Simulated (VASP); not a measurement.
Write the native input for VASP 6.6.1 that does the following.

```
Task                   : single point
Functional             : LDA
Potentials or basis    : VASP PAW LDA potentials, release 64 (Na_pv, Cl)
Cutoff                 : 520 eV
k mesh                 : 8 × 8 × 8
Occupations            : gaussian, width 0.01 eV
Spin                   : no spin polarisation
Dipole correction      : no
Further INCAR settings : ALGO = Normal; EDIFF = 1e-06; NBANDS = 14
```

The structure of NaCl lies in POSCAR:

```
NaCl
1.0
    2.6436731040      2.6436731040      0.0000000000
   -2.6436731040      2.6436731040      0.0000000000
    0.0000000000      2.6436731040      2.6436731040
Na Cl
1 1
Direct
    0.0000000000      0.0000000000      0.0000000000
    0.5000000000      0.5000000000      0.0000000000
```

These files were run (other wordings do the same):

INCAR

```
  ALGO = Normal
  EDIFF = 1E-6
  ENCUT = 520
  ISIF = 2
  ISMEAR = 0
  LASPH = True
  LCHARG = False
  LREAL = False
  LWAVE = False
  NBANDS = 14
  NELM = 80
  PREC = Accurate
  SIGMA = 0.01
```

KPOINTS

```
k-points
0
Gamma
  8 8 8
```

Potentials or basis: VASP PAW LDA potentials, release 64 (Na_pv, Cl).

Run with:

```console
$ cat potpaw_LDA.64/Na_pv/POTCAR potpaw_LDA.64/Cl/POTCAR > POTCAR
$ mpirun -np 1 vasp_std > vasp.out
```

It gave:

```yaml
Pressure: 4.1 GPa
Band_gap_on_the_k_mesh: 5.54 eV, direct
```

It took 8.9 s on 1 thread of Intel(R) Xeon(R) 6975P-C (Granite Rapids), on a shared host, peak memory 0.13 GiB.
